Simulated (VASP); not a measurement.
# Al3H2 (P-3m1) in VASP: a series of runs

Al3H2 is run at these levels: PBE; tasks: relaxation of cell and atoms.

Everything below comes from runs of VASP 6.6.1. Logs are shortened: lines on timing, memory, paths and dates and some standing lists are left out, and cuts for length are marked.

### Step 1. The cell of the first run

Symmetry: P-3m1, No. 164, trigonal system. Conventional cell: a = 2.920 Å, b = 2.920 Å, c = 8.060 Å, α = 90.00°, β = 90.00°, γ = 120.00°. Al (site symmetry -3m) has 2 H at 1.89 Å within 2.5 Å. Al (site symmetry 3m) has 3 H at 1.90 Å within 2.5 Å. Within 2.5 Å of H (site symmetry 3m) lie 4 Al at 1.89 to 1.90 Å.

### Step 2. Relaxation of cell and atoms, PBE (with an interstitial atom)

Contents of INCAR:

```
SYSTEM = Al3H2
ALGO = Normal
EDIFF = 1E-6
EDIFFG = -0.08
ENCUT = 600
GGA = PE
IBRION = 2
ISIF = 3
ISMEAR = 0
LASPH = .TRUE.
LCHARG = .FALSE.
LREAL = .FALSE.
LWAVE = .FALSE.
NELM = 80
NSW = 36
PREC = Accurate
SIGMA = 0.2
```

Contents of KPOINTS:

```
k-points
0
G
  6 6 2
  0 0 0
```

Contents of POSCAR:

```
Al3H2
1.0
    2.9200000000      0.0000000000      0.0000000000
   -1.4600000000      2.5287941800      0.0000000000
    0.0000000000      0.0000000000      8.0600000000
Al H
3 2
Direct
    0.0000000000      0.0000000000      0.0000000000
    0.3333333300      0.6666666700      0.3450000000
    0.6666666700      0.3333333300      0.6550000000
    0.0000000000      0.0000000000      0.7650000000
    0.0000000000      0.0000000000      0.2350000000
```

Potentials or basis: VASP PAW PBE potentials, release 64 (Al, H).

Launch:

```bash
> cat potpaw_PBE.64/Al/POTCAR potpaw_PBE.64/H/POTCAR > POTCAR
> mpirun -np 1 vasp_std > vasp.out
```

OUTCAR:

```text
SYSTEM = Al3H2
   EDIFF = 1E-6
   EDIFFG = -0.08
   ENCUT = 600
   GGA = PE
   IBRION = 2
   ISIF = 3
   ISMEAR = 0
   LASPH = .TRUE.
   LREAL = .FALSE.
   NELM = 80
   NSW = 36
   PREC = Accurate

 ion  position               nearest neighbor table
   1  0.000  0.000  0.000-   4 1.89   5 1.89   2 3.25   3 3.25   3 3.25   2 3.25   3 3.25   2 3.25

   2  0.333  0.667  0.345-   5 1.90   5 1.90   5 1.90   3 3.01   3 3.01   3 3.01   1 3.25   1 3.25
                             1 3.25
   3  0.667  0.333  0.655-   4 1.90   4 1.90   4 1.90   2 3.01   2 3.01   2 3.01   1 3.25   1 3.25
                             1 3.25
   4  0.000  0.000  0.765-   1 1.89   3 1.90   3 1.90   3 1.90
   5  0.000  0.000  0.235-   1 1.89   2 1.90   2 1.90   2 1.90

  LATTYP: Found a hexagonal cell.
 ALAT       =     2.9200000000
 C/A-ratio  =     2.7602739726

  Lattice vectors:

 A1 = (   2.9200000000,   0.0000000000,   0.0000000000)
 A2 = (  -1.4600000000,   2.5287941800,   0.0000000000)
 A3 = (   0.0000000000,   0.0000000000,   8.0600000000)

Analysis of symmetry for initial positions (statically):
=====================================================================
 Subroutine PRICEL returns:
 Original cell was already a primitive cell.

 Routine SETGRP: Setting up the symmetry group for a
 hexagonal supercell.

 Subroutine GETGRP returns: Found 12 space group operations
 (whereof 12 operations were pure point group operations)
 out of a pool of 24 trial point group operations.

The static configuration has the point symmetry D_3d.

Analysis of symmetry for dynamics (positions and initial velocities):
=====================================================================
 Subroutine PRICEL returns:
 Original cell was already a primitive cell.

 Routine SETGRP: Setting up the symmetry group for a
 hexagonal supercell.

 Subroutine GETGRP returns: Found 12 space group operations
 (whereof 12 operations were pure point group operations)
 out of a pool of 24 trial point group operations.

The dynamic configuration has the point symmetry D_3d.

 Subroutine INISYM returns: Found 12 space group operations
 (whereof 12 operations are pure point group operations),
 and found     1 'primitive' translations

----------------------------------------------------------------------------------------

                                     Primitive cell

  volume of cell :      59.5157

  direct lattice vectors                    reciprocal lattice vectors
     2.920000000  0.000000000  0.000000000     0.342465753  0.197722695  0.000000000
    -1.460000000  2.528794180  0.000000000     0.000000000  0.395445390  0.000000000
     0.000000000  0.000000000  8.060000000     0.000000000  0.000000000  0.124069479

  length of vectors
     2.920000000  2.920000001  8.060000000     0.395445390  0.395445390  0.124069479

  position of ions in fractional coordinates (direct lattice)
     0.000000000  0.000000000  0.000000000
     0.333333330  0.666666670  0.345000000
     0.666666670  0.333333330  0.655000000
     0.000000000  0.000000000  0.765000000
     0.000000000  0.000000000  0.235000000

  ion indices of the primitive-cell ions
   primitive index   ion index
                 1           1
                 2           2
                 3           3
                 4           4
                 5           5

----------------------------------------------------------------------------------------

 KPOINTS: k-points

Automatic generation of k-mesh.
 Grid dimensions read from file:
 generate k-points for:    6    6    2

 Generating k-lattice:

  Cartesian coordinates                     Fractional coordinates (reciprocal lattice)
     0.057077626  0.032953782  0.000000000     0.166666667 -0.000000000  0.000000000
     0.000000000  0.065907565  0.000000000     0.000000000  0.166666667  0.000000000
     0.000000000  0.000000000  0.062034739     0.000000000  0.000000000  0.500000000

  Length of vectors
     0.065907565  0.065907565  0.062034739

  Shift w.r.t. Gamma in fractional coordinates (k-lattice)
     0.000000000  0.000000000  0.000000000

 Subroutine IBZKPT returns following result:
 ===========================================

 Found     14 irreducible k-points:

 Following reciprocal coordinates:
            Coordinates               Weight
  0.000000  0.000000  0.000000      1.000000
  0.166667  0.000000  0.000000      6.000000
  0.333333  0.000000  0.000000      6.000000
  0.500000  0.000000  0.000000      3.000000
  0.166667  0.166667  0.000000      6.000000
  0.333333  0.166667  0.000000     12.000000
  0.333333  0.333333  0.000000      2.000000
  0.000000  0.000000  0.500000      1.000000
  0.166667  0.000000  0.500000      6.000000
  0.333333  0.000000  0.500000      6.000000
  0.500000  0.000000  0.500000      3.000000
  0.166667  0.166667  0.500000      6.000000
  0.333333  0.166667  0.500000     12.000000
  0.333333  0.333333  0.500000      2.000000
   k-points           NKPTS =     14   k-points in BZ     NKDIM =     14   number of bands    NBANDS=      9
   number of dos      NEDOS =    301   number of ions     NIONS =      5
   total plane-waves  NPLWV =  36864
   dimension x,y,z NGX =    24 NGY =   24 NGZ =   64
   dimension x,y,z NGXF=    48 NGYF=   48 NGZF=  128
   ions per type =               3   2
   NGX,Y,Z   is equivalent  to a cutoff of  13.66, 13.66, 13.20 a.u.
   NGXF,Y,Z  is equivalent  to a cutoff of  27.33, 27.33, 26.40 a.u.
 SYSTEM =  Al3H2
   PREC   = accura    normal or accurate (medium, high low for compatibility)
   ISTART =      0    job   : 0-new  1-cont  2-samecut
   ICHARG =      2    charge: 1-file 2-atom 10-const
   ISPIN  =      1    spin polarized calculation?
   LNONCOLLINEAR =      F non collinear calculations
   LSORBIT =      F    spin-orbit coupling
   LASPH  =      T    aspherical Exc in radial PAW
   ENCUT  =  600.0 eV  44.10 Ry    6.64 a.u.   5.83  5.83 16.10*2*pi/ulx,y,z
   NELM   =     80;   NELMIN=  2; NELMDL= -5     # of ELM steps
   EDIFF  = 0.1E-05   stopping-criterion for ELM
   LREAL  =      F    real-space projection
   EDIFFG = -.8E-01   stopping-criterion for IOM
   NSW    =     36    number of steps for IOM
   IBRION =      2    ionic relax: 0-MD 1-quasi-New 2-CG
   NFREE  =      1    steps in history (QN), initial steepest desc. (CG)
   ISIF   =      3    stress and relaxation
   ISYM   =      2    0-nonsym 1-usesym 2-fastsym
   POTIM  = 0.5000    time-step for ionic-motion
   TEBEG  =    0.0;   TEEND  =   0.0 temperature during run
   PSTRESS=    0.0 pullay stress
   NELECT =      11.0000    total number of electrons
   NUPDOWN=      -1.0000    fix difference up-down
   EMIN   =  10.00;   EMAX   =-10.00  energy-range for DOS
   EFERMI =   0.00;   METHOD = LEGACY
   ISMEAR =     0;   SIGMA  =   0.20  broadening in eV -4-tet -1-fermi 0-gaus
   EFERMI_NEDOS =   21; number of points for ismear=-14 and -15
   IALGO  =     38    algorithm
   IMIX   =      4    mixing-type and parameters
     AMIX     =   0.40;   BMIX     =  1.00
     AMIX_MAG =   1.60;   BMIX_MAG =  1.00
  volume/ion in A,a.u.               =      11.90        80.33
  Fermi-wavevector in a.u.,A,eV,Ry     =   0.932528  1.762223 11.831744  0.869609
  Thomas-Fermi vector in A             =   2.059135
   LORBIT       =      0    0 simple, 1 ext, 2 COOP (PROOUT), +10 PAW based schemes
   GGA     = PE    functional components
   LHFCALC =     F    Hartree Fock is set to
   AEXX    =    0.0000 exact exchange contribution
   IVDW    =     0    specifies the selected vdW correction
   LEPSILON=     F    determine dielectric tensor
   LRPA    =     F    only Hartree local field effects (RPA)
 conjugate gradient relaxation of ions
 non-spin polarized calculation
 Gauss-broadening in eV      SIGMA  =   0.20
  energy-cutoff  :      600.00
  volume of cell :       59.52
 maximum number of plane-waves:      2000
 NGX is ok and might be reduce to    24
   NGX = 11   NGY = 11   NGZ = 33

--------------------------------------- Ionic step        1  -------------------------------------------

 number of electron      11.0000000 magnetization

 Free energy of the ion-electron system (eV)
  ---------------------------------------------------
  ext. energy  EPLUGINS =         0.00000000
  ---------------------------------------------------
  free energy    TOTEN  =       -16.48833945 eV

  energy without entropy =      -16.45194066  energy(sigma->0) =      -16.47014006

------------------------ aborting loop because EDIFF is reached ----------------------------------------

  FORCE on cell =-STRESS in cart. coord.  units (eV):
  Direction    XX          YY          ZZ          XY          YZ          ZX
  --------------------------------------------------------------------------------------
  -------------------------------------------------------------------------------------
  Total       -0.0487840     -0.0487840      0.3133743      0.0000000      0.0000000      0.0000000
  in kB       -1.3132790     -1.3132790      8.4361157      0.0000000      0.0000000      0.0000000
  external PRESSURE =       1.9365192 kB  Pullay stress =       0.0000000 kB
[... 98 lines left out ...]
  FREE ENERGIE OF THE ION-ELECTRON SYSTEM (eV)
  ---------------------------------------------------
  free  energy   TOTEN  =       -16.7279976013 eV

  energy  without entropy=      -16.7143004325  energy(sigma->0) =      -16.72114902

[... ionic steps 4 to 7 ...]

--------------------------------------- Ionic step        8  -------------------------------------------

 number of electron      11.0000001 magnetization

------------------------ aborting loop because EDIFF is reached ----------------------------------------

  FORCE on cell =-STRESS in cart. coord.  units (eV):
  Direction    XX          YY          ZZ          XY          YZ          ZX
  --------------------------------------------------------------------------------------
  -------------------------------------------------------------------------------------
  Total        0.0466468      0.0466468     -0.2079579      0.0000000      0.0000000     -0.0000000
  in kB        1.2577350      1.2577350     -5.6071603      0.0000000      0.0000000     -0.0000000
  external PRESSURE =      -1.0305634 kB  Pullay stress =       0.0000000 kB
[... 63 lines left out ...]
  energy  without entropy=      -16.7944213295  energy(sigma->0) =      -16.80223443

--------------------------------------- Ionic step       10  -------------------------------------------

 number of electron      11.0000000 magnetization

 Free energy of the ion-electron system (eV)
  ---------------------------------------------------
  ext. energy  EPLUGINS =         0.00000000
  ---------------------------------------------------
  free energy    TOTEN  =       -16.81619136 eV

  energy without entropy =      -16.80199553  energy(sigma->0) =      -16.80909344

 E-fermi :   6.8918     XC(G=0):  -9.9346

 val. band max:        6.6449796699   @ k =   0.3333   0.0000   0.5000
 cond. band min:       6.9744319887   @ k =   0.3333   0.3333   0.0000
 fundamental gap:      0.3294523188
 Fermi energy:         6.8918031087

 k-point     1 :       0.0000    0.0000    0.0000
  band No.  band energies     occupation
      1      -4.8117      2.00000
      2      -3.2136      2.00000
      3      -2.1067      2.00000
      4       2.6765      2.00000
      5       4.1175      2.00000
      6      12.4140      0.00000
      7      12.8865      0.00000
      8      16.9413      0.00000
      9      17.7431      0.00000
[... 186 lines left out ...]
  FREE ENERGIE OF THE ION-ELECTRON SYSTEM (eV)
  ---------------------------------------------------
  free  energy   TOTEN  =       -16.8161913612 eV

  energy  without entropy=      -16.8019955275  energy(sigma->0) =      -16.80909344

 reached required accuracy - stopping structural energy minimisation
```

It took 24 s on 1 thread of Intel Xeon 6975P-C (Granite Rapids), shared host; peak memory 0.18 GiB.

Results:

| Quantity | Value |
| --- | --- |
| Free energy | -16.8162 eV |
| Relaxed volume | 11.86 Å³/atom |
| Relaxed cell | a = 2.855 Å, b = 2.855 Å, c = 8.402 Å, α = 90.00°, β = 90.00°, γ = 120.00° |
| Space group after relaxing (to 0.1 Å) | P-3m1 (No. 164) |
| Energy gained by relaxing | 65.6 meV/atom |
| Ionic steps | 10 |
| Pressure after relaxing | 0.2 GPa |
| Largest force after relaxing | 0.064 eV/Å |
| Band gap on the k mesh | zero (an odd number of electrons rules out a gap without spin polarisation) |

Forces on the atoms (eV/Å):
```
Al   0.000  0.000  0.000
Al   0.000  0.000  0.064
Al   0.000  0.000 -0.064
H    0.000  0.000  0.061
H    0.000  0.000 -0.061
```

Stress tensor (GPa, compression positive):
```
0.07 0.00 0.00
0.00 0.07 0.00
0.00 0.00 0.37
```

Step by step:
```
step  energy change (eV)  largest force (eV/Å)  pressure (GPa)  volume (Å³)
   1              0.0000                1.0254            0.19        59.52
   2             -0.1070                0.8139           -0.23        59.64
   3             -0.2397                0.2487           -0.78        59.88
   4              0.1139                2.5413            2.43        60.37
   5             -0.2513                0.1924           -0.68        59.95
   6             -0.3063                0.2450            0.06        59.34
   7             -0.3070                0.2666            0.19        59.26
   8             -0.3189                0.1813           -0.10        59.42
   9             -0.3217                0.1684           -0.29        59.55
  10             -0.3279                0.0643            0.17        59.32
```

Final structure:
```xyz
5
Lattice="2.8551 0.0000 0.0000 -1.4276 2.4726 0.0000 0.0000 0.0000 8.4023" Properties=species:S:1:pos:R:3 pbc="T T T"
Al    0.0000    0.0000    8.4023
Al    0.0000    1.6484    3.0779
Al    1.4276    0.8242    5.3244
H     0.0000    0.0000    6.5749
H    -1.4276    2.4726    1.8274
```

Caveat: the k points lie up to 0.42 Å⁻¹ apart in the final cell, too coarse for converged energies and pressures of a metal; the cell differs from its parent crystal (with an interstitial atom); the relaxation stopped at a loose force limit of 0.08 eV/Å, so its end isn't a converged minimum.

[end of part 1 of 2]
